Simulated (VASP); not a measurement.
# Te2Mo in VASP: single point with PBE

Aim: the single point of Te2Mo with PBE.

Program: VASP 6.6.1. These are calculated values, not measurements. Logs are shortened: lines on timing, memory, paths and dates and some standing lists are left out, and cuts for length are marked.

**1. The cell of the first run**

The cell holds a slab with vacuum, 6 atoms: a = 6.363 Å, b = 3.469 Å, c = 36.171 Å, α = 90.00°, β = 90.09°, γ = 90.00°.

**2. Single point, PBE**

File INCAR:

```
ALGO = Normal
EDIFF = 1E-6
ENCUT = 520
GGA = PE
ISIF = 2
ISMEAR = 0
LASPH = True
LCHARG = False
LREAL = False
LWAVE = False
NBANDS = 35
NELM = 100
PREC = Accurate
SIGMA = 0.1
```

File KPOINTS:

```
k-points
0
Gamma
  6 10 1
```

File POSCAR:

```
Te2Mo
1.0
    6.3632500251      0.0000000000      0.0025150033
    0.0000000000      3.4693882725      0.0000000000
   -0.0714615366      0.0000000000     36.1710653213
Te Mo
4 2
Direct
    0.0776861338      0.7500000000      0.4427832270
    0.9223138662      0.2500000000      0.5572167730
    0.5699047200      0.2500000000      0.4591023794
    0.4300952800      0.7500000000      0.5408976206
    0.8193090237      0.7500000000      0.5027135950
    0.1806909763      0.2500000000      0.4972864050
```

Potentials or basis: VASP PAW PBE potentials, release 64 (Te, Mo_sv).

Command:

```console
cat potpaw_PBE.64/Te/POTCAR potpaw_PBE.64/Mo_sv/POTCAR > POTCAR
mpirun -np 1 vasp_std > vasp.out
```

OUTCAR:

```text
EDIFF = 1E-6
   ENCUT = 520
   GGA = PE
   ISIF = 2
   ISMEAR = 0
   LASPH = True
   LREAL = False
   NELM = 100
   PREC = Accurate

 ion  position               nearest neighbor table
   1  0.078  0.750  0.443-   6 2.71   6 2.71   5 2.72   3 3.63   3 3.63
   2  0.922  0.250  0.557-   5 2.71   5 2.71   6 2.72   4 3.63   4 3.63
   3  0.570  0.250  0.459-   5 2.83   5 2.83   6 2.84   4 3.54   4 3.54   1 3.63   1 3.63
   4  0.430  0.750  0.541-   6 2.83   6 2.83   5 2.84   3 3.54   3 3.54   2 3.63   2 3.63
   5  0.819  0.750  0.503-   2 2.71   2 2.71   1 2.72   3 2.83   3 2.83   4 2.84   6 2.89   6 2.89

   6  0.181  0.250  0.497-   1 2.71   1 2.71   2 2.72   4 2.83   4 2.83   3 2.84   5 2.89   5 2.89

  LATTYP: Found a simple monoclinic cell.
 ALAT       =     6.3632505221
 B/A-ratio  =     0.5452226437
 C/A-ratio  =     5.6843803002
 COS(beta)  =    -0.0015804127

  Lattice vectors:

 A1 = (   6.3632500251,   0.0000000000,   0.0025150033)
 A2 = (   0.0000000000,   3.4693882725,   0.0000000000)
 A3 = (  -0.0714615366,   0.0000000000,  36.1710653213)

Analysis of symmetry for initial positions (statically):
=====================================================================
 Subroutine PRICEL returns:
 Original cell was already a primitive cell.

 Routine SETGRP: Setting up the symmetry group for a
 simple monoclinic supercell.

 Subroutine GETGRP returns: Found  4 space group operations
 (whereof  2 operations were pure point group operations)
 out of a pool of  4 trial point group operations.

The static configuration has the point symmetry S_2 .
 The point group associated with its full space group is C_2h.

Analysis of symmetry for dynamics (positions and initial velocities):
=====================================================================
 Subroutine PRICEL returns:
 Original cell was already a primitive cell.

 Routine SETGRP: Setting up the symmetry group for a
 simple monoclinic supercell.

 Subroutine GETGRP returns: Found  4 space group operations
 (whereof  2 operations were pure point group operations)
 out of a pool of  4 trial point group operations.

The dynamic configuration has the point symmetry S_2 .
 The point group associated with its full space group is C_2h.

 Subroutine INISYM returns: Found  4 space group operations
 (whereof  2 operations are pure point group operations),
[... 102 lines left out ...]
   NELM   =    100;   NELMIN=  2; NELMDL= -5     # of ELM steps
   EDIFF  = 0.1E-05   stopping-criterion for ELM
   LREAL  =      F    real-space projection
   EDIFFG = 0.1E-04   stopping-criterion for IOM
   NSW    =      0    number of steps for IOM
   IBRION =     -1    ionic relax: 0-MD 1-quasi-New 2-CG
   NFREE  =      0    steps in history (QN), initial steepest desc. (CG)
   ISIF   =      2    stress and relaxation
   ISYM   =      2    0-nonsym 1-usesym 2-fastsym
   POTIM  = 0.5000    time-step for ionic-motion
   TEBEG  =    0.0;   TEEND  =   0.0 temperature during run
   PSTRESS=    0.0 pullay stress
   NELECT =      52.0000    total number of electrons
   NUPDOWN=      -1.0000    fix difference up-down
   EMIN   =  10.00;   EMAX   =-10.00  energy-range for DOS
   EFERMI =   0.00;   METHOD = LEGACY
   ISMEAR =     0;   SIGMA  =   0.10  broadening in eV -4-tet -1-fermi 0-gaus
   EFERMI_NEDOS =   21; number of points for ismear=-14 and -15
   IALGO  =     38    algorithm
   IMIX   =      4    mixing-type and parameters
     AMIX     =   0.40;   BMIX     =  1.00
     AMIX_MAG =   1.60;   BMIX_MAG =  1.00
  volume/ion in A,a.u.               =     133.09       898.13
  Fermi-wavevector in a.u.,A,eV,Ry     =   0.658635  1.244640  5.902207  0.433800
  Thomas-Fermi vector in A             =   1.730519
   LORBIT       =      0    0 simple, 1 ext, 2 COOP (PROOUT), +10 PAW based schemes
   GGA     = PE    functional components
   LHFCALC =     F    Hartree Fock is set to
   AEXX    =    0.0000 exact exchange contribution
   IVDW    =     0    specifies the selected vdW correction
   LEPSILON=     F    determine dielectric tensor
   LRPA    =     F    only Hartree local field effects (RPA)
 non-spin polarized calculation
 Gauss-broadening in eV      SIGMA  =   0.10
  energy-cutoff  :      520.00
  volume of cell :      798.53
 maximum number of plane-waves:     21625
 NGX is ok and might be reduce to    48
   NGX = 23   NGY = 13   NGZ =135

 number of electron      51.9999997 magnetization

 Free energy of the ion-electron system (eV)
  ---------------------------------------------------
  ext. energy  EPLUGINS =         0.00000000
  ---------------------------------------------------
  free energy    TOTEN  =       -35.96897823 eV

  energy without entropy =      -35.96137055  energy(sigma->0) =      -35.96517439

 E-fermi :  -2.0995     XC(G=0):  -2.3214

 val. band max:       -2.1115873128   @ k =   0.0000   0.1000   0.0000
 cond. band min:      -2.0507436676   @ k =   0.0000   0.1000   0.0000
 fundamental gap:      0.0608436452
 Fermi energy:        -2.0995138614

 k-point     1 :       0.0000    0.0000    0.0000
  band No.  band energies     occupation
      1     -63.1925      2.00000
      2     -63.1332      2.00000
      3     -37.4377      2.00000
      4     -37.3752      2.00000
      5     -37.3285      2.00000
      6     -37.2087      2.00000
[... 901 lines left out ...]
     34       1.2331      0.00000
     35       2.3705      0.00000

------------------------ aborting loop because EDIFF is reached ----------------------------------------

  FORCE on cell =-STRESS in cart. coord.  units (eV):
  Direction    XX          YY          ZZ          XY          YZ          ZX
  --------------------------------------------------------------------------------------
  -------------------------------------------------------------------------------------
  Total        0.0292462     -0.0574150      0.0254040      0.0000000      0.0000000      0.0161034
  in kB        0.0586795     -0.1151972      0.0509706      0.0000000      0.0000000      0.0323098
  external PRESSURE =      -0.0018491 kB  Pullay stress =       0.0000000 kB

 VOLUME and BASIS-vectors are now :
 -----------------------------------------------------------------------------
  energy-cutoff  :      520.00
  volume of cell :      798.53
      direct lattice vectors                 reciprocal lattice vectors
     6.363250025  0.000000000  0.002515003     0.157152275  0.000000000  0.000310479
     0.000000000  3.469388272  0.000000000     0.000000000  0.288235251  0.000000000
    -0.071461537  0.000000000 36.171065321    -0.000010927  0.000000000  0.027646386

 POSITION                                       TOTAL-FORCE (eV/Angst)
 -----------------------------------------------------------------------------------
      0.46269      2.60204     16.01614        -0.002191      0.000000     -0.004428
      5.82909      0.86735     20.15744         0.002191      0.000000      0.004428
      3.59364      0.86735     16.60766        -0.002290     -0.000000     -0.009756
      2.69815      2.60204     19.56592         0.002290      0.000000      0.009756
      5.17754      2.60204     18.18575        -0.000199      0.000000     -0.002575
      1.11425      0.86735     17.98783         0.000199      0.000000      0.002575
 -----------------------------------------------------------------------------------
    total drift:                                0.000000      0.000000     -0.000000

  FREE ENERGIE OF THE ION-ELECTRON SYSTEM (eV)
  ---------------------------------------------------
  free  energy   TOTEN  =       -35.9689782348 eV

  energy  without entropy=      -35.9613705455  energy(sigma->0) =      -35.96517439
```

OSZICAR:

```text
N       E                     dE             d eps       ncg     rms          rms(c)
DAV:   1     0.432053242810E+03    0.43205E+03   -0.21447E+04  2096   0.105E+03
DAV:   2     0.866262691759E+01   -0.42339E+03   -0.41244E+03  2464   0.232E+02
DAV:   3    -0.354556068968E+02   -0.44118E+02   -0.43397E+02  2160   0.716E+01
[... 20 lines left out ...]
DAV:  24    -0.359689687174E+02   -0.79950E-05   -0.22179E-07  1250   0.157E-03    0.215E-03
DAV:  25    -0.359689736555E+02   -0.49381E-05   -0.49722E-08  1169   0.827E-04    0.110E-03
DAV:  26    -0.359689764930E+02   -0.28375E-05   -0.57195E-08  1246   0.585E-04    0.133E-03
DAV:  27    -0.359689775970E+02   -0.11040E-05   -0.83858E-09  1100   0.412E-04    0.279E-04
DAV:  28    -0.359689782348E+02   -0.63781E-06   -0.18239E-09  1048   0.186E-04
   1 F= -.35968978E+02 E0= -.35965174E+02  d E =-.760769E-02
```

Run time: 25 min. Hardware: 1 thread of AMD EPYC 7R13, shared host; peak memory 1.1 GiB.

Results:

| Property | Result |
| --- | --- |
| Free energy | -35.9690 eV |
| Largest force | 0.010 eV/Å |
| Band gap on the k mesh | zero (bands 26 and 27 overlap by 0.21 eV) |

Forces on the atoms (eV/Å):
```
Te  -0.002  0.000 -0.004
Te   0.002  0.000  0.004
Te  -0.002  0.000 -0.010
Te   0.002  0.000  0.010
Mo   0.000  0.000 -0.003
Mo   0.000  0.000  0.003
```

Levels at points of the mesh, in eV from the Fermi level:
| k point | band 24 | band 25 | band 26 | band 27 | band 28 | band 29 |
| --- | --- | --- | --- | --- | --- | --- |
| (0.00, 0.00, 0.00) | -0.61 | -0.40 | 0.16 | 0.61 | 1.07 | 1.61 |
| (0.50, 0.00, 0.00) | -0.90 | -0.82 | -0.65 | 0.06 | 1.06 | 1.34 |
| (0.00, 0.50, 0.00) | -1.65 | -1.49 | -1.49 | 1.11 | 1.11 | 1.39 |
| (0.50, 0.50, 0.00) | -1.74 | -0.91 | -0.91 | 1.04 | 1.04 | 1.79 |

Caveat: there is no dipole correction, which matters where the two faces differ; spin-orbit coupling is left out, which moves the levels of the heavy elements.

The gap in the log of VASP goes by the Fermi energy; the results here count the filled bands.